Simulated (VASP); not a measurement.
A run of VASP 6.6.1 is set up as follows.

Contents of INCAR:

```
SYSTEM = PtS2
  PREC = Accurate
  ENCUT = 520
  EDIFF = 1E-6
  ISMEAR = -1
  SIGMA = 0.02
  LREAL = .FALSE.
  LASPH = .TRUE.
  NELM = 80
  ALGO = Normal
  ISIF = 2
  LWAVE = .FALSE.
  LCHARG = .TRUE.
  GGA = PE
  IVDW = 12
  LELF = .TRUE.
  LVHAR = .TRUE.
  NBANDS = 18
```

KPOINTS

```
Automatic mesh
0
G
  12 12 4
  0 0 0
```

POSCAR

```
PtS2
1.0
    3.5837250780      0.0000000000      0.0000000000
   -1.7918625390      3.1035969577      0.0000000000
    0.0000000000      0.0000000000      4.6567800248
Pt S
1 2
Direct
    0.0000000000      0.0000000000      0.0000000000
    0.3333333333      0.6666666667      0.2589672732
    0.6666666667      0.3333333333      0.7410327268
```

Potentials or basis: VASP PAW PBE potentials, release 64 (Pt, S).

Launch:

```sh
$ cat potpaw_PBE.64/Pt/POTCAR potpaw_PBE.64/S/POTCAR > POTCAR
$ mpirun -np 1 vasp_std > vasp.out
```

(1) Predict the dispersion energy per atom.

(2) Estimate the pressure.

(3) Predict the band gap on the k mesh.

(4) Estimate the largest force.

## Answers

(1) -0.452 eV.

(2) -0.4 GPa.

(3) 0.06 eV (least direct gap 0.69 eV).

(4) 0.042 eV/Å.

Caveat: spin-orbit coupling is left out, which moves the levels of the heavy elements.
